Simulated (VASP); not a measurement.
Write the native input for VASP 6.6.1 that does the following.

```
Task                   : single point
Functional             : PBE
Potentials or basis    : VASP PAW PBE potentials, release 64 (P)
Cutoff                 : 520 eV
k mesh                 : 10 × 10 × 10
Occupations            : gaussian, width 0.05 eV
Spin                   : no spin polarisation
Dipole correction      : no
Further INCAR settings : ALGO = Normal; EDIFF = 1e-06; NBANDS = 8
```

The structure of P lies in POSCAR:

```
P
1.0
    1.5298248358      1.5298248358      1.5298248358
   -1.5298248358      1.5298248358      1.5298248358
   -1.5298248358     -1.5298248358      1.5298248358
P
1
Direct
    0.0000000000      0.0000000000      0.0000000000
```

One way to write it, as run:

INCAR

```
ALGO = Normal ; EDIFF = 1E-6
ENCUT = 520 ; GGA = PE
ISIF = 2 ; ISMEAR = 0
LASPH = T ; LCHARG = T
LELF = T ; LREAL = F
LVHAR = T ; LWAVE = F
NBANDS = 8 ; NELM = 100
PREC = Accurate ; SIGMA = 0.05
```

KPOINTS

```
k-points
0
Gamma
  10 10 10
```

Potentials or basis: VASP PAW PBE potentials, release 64 (P).

Run with:

```bash
$ cat potpaw_PBE.64/P/POTCAR > POTCAR
$ mpirun -np 1 vasp_std > vasp.out
```

It gave:

- Pressure: -0.2 GPa

Wall time 2.1 s on 1 thread of AMD EPYC 9R45 96-Core Processor (Zen 5), on a shared host, peak memory 0.09 GiB.
